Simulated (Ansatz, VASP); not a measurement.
# Two plane-wave programs on Ca3Ge

```
Ca Ge
1.0
     3.74498    0.00000    0.00000
     0.00000    3.74498    0.00000
     0.00000    0.00000    9.36225
Ca Ge
3 1
Direct
  0.00000 0.00000 0.32162
  0.50000 0.50000 0.00000
  0.00000 0.00000 0.67838
  0.50000 0.50000 0.50000
```

Alike in both runs: task relaxation of cell and atoms; functional PBE; k mesh 12 × 12 × 6; occupations gaussian, width 0.1 eV; no spin polarisation.

```csv
,VASP,Ansatz
version,VASP 6.6.1,Ansatz 0.2.0
potentials or method,"VASP PAW PBE potentials, release 64 (Ca_sv, Ge_d), cutoff 600 eV","scalar-relativistic, plane waves, PAW"
valence electrons in the cell,44,44
```

|  | VASP | Ansatz | Ansatz less VASP |
| --- | --- | --- | --- |
| gap on the k mesh at the Fermi level, each at its own relaxed structure (eV) | none | none | - |
| relaxed volume (Å³/atom) | 32.89 | 32.82 | -0.066 |
| relaxed cell length with the largest relative difference (Å) | 9.643 | 9.630 | -0.0134 |

A gap of «none» marks a metal or a gap that the smearing closes.
